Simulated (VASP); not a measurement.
# Ge (Fmmm) in VASP: further runs, part 2 of 2

VASP 6.6.1.

## 3. Single point, revPBE

This run uses another cell than the first one, of 19.37 Å³/atom.

The input, INCAR:

```
PREC = Accurate
ENCUT = 500
EDIFF = 1E-6
ISMEAR = 0
SIGMA = 0.1
LREAL = F
LASPH = T
NELM = 120
ALGO = Normal
ISIF = 2
LWAVE = F
LCHARG = F
GGA = RE
NBANDS = 36
GGA_COMPAT = F
```

The input, KPOINTS:

```
regular mesh
0
Gamma
  12 12 12
```

The input, POSCAR:

```
Ge
1.0
    0.0000000000      2.8946752806      5.0502241915
    2.6493471699      0.0000000000      5.0502241915
    2.6493471699      2.8946752806      0.0000000000
Ge
4
Direct
    0.7790109672      0.7790109672      0.2209890328
    0.2209890328      0.2209890328      0.7790109672
    0.2734829782      0.7265170218      0.2734829782
    0.7265170218      0.2734829782      0.7265170218
```

Potentials or basis: VASP PAW PBE potentials, release 64 (Ge_d).

Started as:

```bash
$ cat potpaw_PBE.64/Ge_d/POTCAR > POTCAR
$ mpirun -np 1 vasp_std > vasp.out
```

OUTCAR:

```text
PREC = Accurate
   ENCUT = 500
   EDIFF = 1E-6
   ISMEAR = 0
   LREAL = F
   LASPH = T
   NELM = 120
   ISIF = 2
   GGA = RE

 ion  position               nearest neighbor table
   1  0.779  0.779  0.221-   2 2.71   2 2.71   3 2.74   4 2.74
   2  0.221  0.221  0.779-   1 2.71   1 2.71   3 2.74   4 2.74
   3  0.273  0.727  0.273-   4 2.62   4 2.66   4 2.66   2 2.74   1 2.74
   4  0.727  0.273  0.727-   3 2.62   3 2.66   3 2.66   2 2.74   1 2.74

  LATTYP: Found a face centered orthorhombic cell.
 ALAT       =     5.2986943398
 B/A-ratio  =     1.0925994575
 C/A-ratio  =     1.9062145758

  Lattice vectors:

 A1 = (   0.0000000000,   2.8946752806,   5.0502241915)
 A2 = (   2.6493471699,   0.0000000000,   5.0502241915)
 A3 = (   2.6493471699,   2.8946752806,   0.0000000000)

Analysis of symmetry for initial positions (statically):
=====================================================================
 Subroutine PRICEL returns:
 Original cell was already a primitive cell.

 Routine SETGRP: Setting up the symmetry group for a
 face centered orthorhombic supercell.

 Subroutine GETGRP returns: Found  8 space group operations
 (whereof  8 operations were pure point group operations)
 out of a pool of  8 trial point group operations.

The static configuration has the point symmetry D_2h.

Analysis of symmetry for dynamics (positions and initial velocities):
=====================================================================
 Subroutine PRICEL returns:
 Original cell was already a primitive cell.

 Routine SETGRP: Setting up the symmetry group for a
 face centered orthorhombic supercell.

 Subroutine GETGRP returns: Found  8 space group operations
 (whereof  8 operations were pure point group operations)
 out of a pool of  8 trial point group operations.

The dynamic configuration has the point symmetry D_2h.

 Subroutine INISYM returns: Found  8 space group operations
[... 117 lines left out ...]
   EFERMI_NEDOS =   21; number of points for ismear=-14 and -15
   IALGO  =     38    algorithm
   IMIX   =      4    mixing-type and parameters
     AMIX     =   0.40;   BMIX     =  1.00
     AMIX_MAG =   1.60;   BMIX_MAG =  1.00
  volume/ion in A,a.u.               =      19.37       130.68
  Fermi-wavevector in a.u.,A,eV,Ry     =   1.469302  2.776578 29.372912  2.158848
  Thomas-Fermi vector in A             =   2.584696
   LORBIT       =      0    0 simple, 1 ext, 2 COOP (PROOUT), +10 PAW based schemes
   GGA     = RE    functional components
   LHFCALC =     F    Hartree Fock is set to
   AEXX    =    0.0000 exact exchange contribution
   IVDW    =     0    specifies the selected vdW correction
   LEPSILON=     F    determine dielectric tensor
   LRPA    =     F    only Hartree local field effects (RPA)
 non-spin polarized calculation
 Gauss-broadening in eV      SIGMA  =   0.10
  energy-cutoff  :      500.00
  volume of cell :       77.46
 maximum number of plane-waves:      1987
   NGX = 21   NGY = 21   NGZ = 15

 number of electron      55.9999990 magnetization

 Free energy of the ion-electron system (eV)
  ---------------------------------------------------
  ext. energy  EPLUGINS =         0.00000000
  ---------------------------------------------------
  free energy    TOTEN  =       -15.88960065 eV

  energy without entropy =      -15.88165862  energy(sigma->0) =      -15.88562963

 E-fermi :   6.4034     XC(G=0): -11.0179

 val. band max:        6.3929353373   @ k =   0.5000   0.2500   0.0833
 cond. band min:       6.4054100132   @ k =   0.2500  -0.4167   0.0833
 fundamental gap:      0.0124746759
 Fermi energy:         6.4033614765

 k-point     1 :       0.0000    0.0000    0.0000
  band No.  band energies     occupation
      1     -18.3763      2.00000
      2     -18.3434      2.00000
      3     -18.3051      2.00000
      4     -18.2937      2.00000
      5     -18.2936      2.00000
      6     -18.2917      2.00000
[... 925 lines left out ...]
     35      11.4634      0.00000
     36      12.1004      0.00000

 [... further k-points ...]

------------------------ aborting loop because EDIFF is reached ----------------------------------------

  FORCE on cell =-STRESS in cart. coord.  units (eV):
  Direction    XX          YY          ZZ          XY          YZ          ZX
  --------------------------------------------------------------------------------------
  -------------------------------------------------------------------------------------
  Total        0.4934749      0.4977511      0.5038047     -0.0000000      0.0000000      0.0000000
  in kB       10.2069559     10.2954059     10.4206157     -0.0000000      0.0000000      0.0000000
  external PRESSURE =      10.3076591 kB  Pullay stress =       0.0000000 kB

 VOLUME and BASIS-vectors are now :
 -----------------------------------------------------------------------------
  energy-cutoff  :      500.00
  volume of cell :       77.46
      direct lattice vectors                 reciprocal lattice vectors
     0.000000000  2.894675281  5.050224191    -0.188725738  0.172730946  0.099005506
     2.649347170  0.000000000  5.050224191     0.188725738 -0.172730946  0.099005506
     2.649347170  2.894675281  0.000000000     0.188725738  0.172730946 -0.099005506

 POSITION                                       TOTAL-FORCE (eV/Angst)
 -----------------------------------------------------------------------------------
      2.64935      2.89468      7.86836         0.000000      0.000000     -0.011088
      2.64935      2.89468      2.23209         0.000000      0.000000      0.011088
      2.64935      1.58329      5.05022         0.000000      0.001211     -0.000000
      2.64935      4.20606      5.05022         0.000000     -0.001211     -0.000000
 -----------------------------------------------------------------------------------
    total drift:                                0.000000      0.000000      0.000000

  FREE ENERGIE OF THE ION-ELECTRON SYSTEM (eV)
  ---------------------------------------------------
  free  energy   TOTEN  =       -15.8896006464 eV

  energy  without entropy=      -15.8816586224  energy(sigma->0) =      -15.88562963
```

OSZICAR:

```text
N       E                     dE             d eps       ncg     rms          rms(c)
DAV:   1     0.464390080194E+03    0.46439E+03   -0.27059E+04 23620   0.436E+03
DAV:   2     0.615585736158E+02   -0.40283E+03   -0.39318E+03 20160   0.771E+02
DAV:   3    -0.119830690526E+02   -0.73542E+02   -0.72462E+02 21724   0.196E+02
DAV:   4    -0.158479104287E+02   -0.38648E+01   -0.38398E+01 23560   0.520E+01
DAV:   5    -0.159235937672E+02   -0.75683E-01   -0.75622E-01 22644   0.809E+00    0.305E+00
DAV:   6    -0.158968890382E+02    0.26705E-01   -0.55271E-02 30228   0.552E+00    0.173E+00
DAV:   7    -0.158901167998E+02    0.67722E-02   -0.69966E-02 25828   0.377E+00    0.218E-01
DAV:   8    -0.158894676170E+02    0.64918E-03   -0.83097E-03 22704   0.214E+00    0.102E-01
DAV:   9    -0.158895436693E+02   -0.76052E-04   -0.20381E-03 24832   0.146E+00    0.336E-02
DAV:  10    -0.158895936822E+02   -0.50013E-04   -0.57460E-04 22408   0.725E-01    0.206E-02
DAV:  11    -0.158895965234E+02   -0.28412E-05   -0.17550E-04 28144   0.361E-01    0.596E-03
DAV:  12    -0.158896000299E+02   -0.35065E-05   -0.31456E-05 23748   0.111E-01    0.165E-03
DAV:  13    -0.158896006464E+02   -0.61648E-06   -0.52946E-06 18572   0.228E-02
   1 F= -.15889601E+02 E0= -.15885630E+02  d E =-.794202E-02
```

Run time: 24 min. Hardware: 1 thread of Oxide Virtual Turin-like, shared host; peak memory 0.56 GiB.

What came out:

- Free energy: -15.8896 eV
- Pressure: 1.0 GPa
- Largest force: 0.011 eV/Å
- Band gap on the k mesh: zero (bands 28 and 29 overlap by 3.14 eV)

Forces on the atoms (eV/Å):
```
Ge   0.000  0.000 -0.011
Ge   0.000  0.000  0.011
Ge   0.000  0.001  0.000
Ge   0.000 -0.001  0.000
```

Levels at points of the mesh, in eV from the Fermi level:
```csv
k point,band 25,band 26,band 27,band 28,band 29,band 30,band 31,band 32
"(0.00, 0.00, 0.00)",-3.07,-2.38,-1.95,-1.92,-1.63,2.97,3.64,4.00
"(0.50, 0.00, 0.00)",-1.89,-1.55,-0.73,0.71,0.89,1.21,2.27,2.37
"(0.50, 0.50, 0.00)",-2.10,-1.88,0.13,0.60,1.21,1.21,2.03,2.64
"(0.50, 0.00, 0.50)",-4.51,-4.12,-2.99,-2.54,-1.13,-0.80,3.83,4.85
"(0.00, 0.50, 0.50)",-5.70,-5.26,-3.38,-2.11,-1.73,2.95,4.03,4.24
```

Caveat: the PAW data sets were made with another functional, which shifts forces and pressure a little.

The gap in the log of VASP goes by the Fermi energy; the results here count the filled bands.